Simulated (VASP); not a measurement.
Input of a VASP 6.6.1 run:

File INCAR:

```
PREC = Accurate
ENCUT = 520
EDIFF = 1E-6
ISMEAR = 0
SIGMA = 0.05
LREAL = False
LASPH = True
NELM = 80
ALGO = Normal
ISIF = 2
LWAVE = False
LCHARG = False
GGA = PS
ISYM = 0
NBANDS = 16
```

Contents of KPOINTS:

```
Automatic mesh
0
Gamma
  9 9 8
```

The input POSCAR:

```
MgS
1.0
    0.0000000000     -2.7905715376     -2.7905715376
   -2.7905715376      0.0000000000     -2.7905715376
    2.7905715376      2.7905715376     -5.5811430751
Mg S
2 2
Direct
    0.0017363556      0.0017363556     -0.0052098293
    0.4982636444      0.4982636444      0.5052098293
    0.3757842905      0.3757842905      0.8726477249
    0.8742157095      0.8742157095      0.3773522751
```

Potentials or basis: VASP PAW PBE potentials, release 64 (Mg, S).

Command:

```sh
$ cat potpaw_PBE.64/Mg/POTCAR potpaw_PBE.64/S/POTCAR > POTCAR
$ mpirun -np 1 vasp_std > vasp.out
```

Problem. Predict the band gap on the k mesh.

Solution. 3.46 eV.

Problem. Estimate the largest force.

Solution. 0.411 eV/Å.

Problem. What does it give for the pressure?

Solution. 2.3 GPa.

Stress tensor (GPa, compression positive):
```
 2.32  0.06 -0.06
 0.06  2.32 -0.06
-0.06 -0.06  2.32
```

Caveat: the cell differs from its parent crystal (atoms displaced along a vibrational mode, the cell strained); the PAW data sets were made with another functional, which shifts forces and pressure a little. A k mesh can miss the band edges.
